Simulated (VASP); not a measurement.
Input of a VASP 6.6.1 run:

Contents of INCAR:

```
PREC = Accurate
ENCUT = 500
EDIFF = 1E-6
ISMEAR = -1
SIGMA = 0.05
LREAL = False
LASPH = True
NELM = 120
ALGO = Normal
ISIF = 2
LWAVE = False
LCHARG = False
NBANDS = 21
GGA_COMPAT = False
```

File KPOINTS:

```
regular mesh
0
Gamma
  8 8 8
```

The input POSCAR:

```
GaSb
1.0
    0.0000000000      3.0992546163      3.0992546163
    3.0992546163      0.0000000000      3.0992546163
    3.0992546163      3.0992546163      0.0000000000
Sb Ga
1 1
Direct
    0.7500000000      0.7500000000      0.7500000000
    0.0000000000      0.0000000000      0.0000000000
```

Potentials or basis: VASP PAW LDA potentials, release 64 (Sb_d_GW, Ga_d).

Run with:

```bash
$ cat potpaw_LDA.64/Sb_d_GW/POTCAR potpaw_LDA.64/Ga_d/POTCAR > POTCAR
$ mpirun -np 1 vasp_std > vasp.out
```

(1) What does it give for the pressure?

(2) Estimate the band gap on the k mesh.

Answers

(1) -3.4 GPa.

(2) zero (filled and empty bands touch).

Caveat: the cell stands under tension; semilocal functionals underestimate gaps, and a narrow one can read as zero; spin-orbit coupling is left out, which moves the levels of the heavy elements.
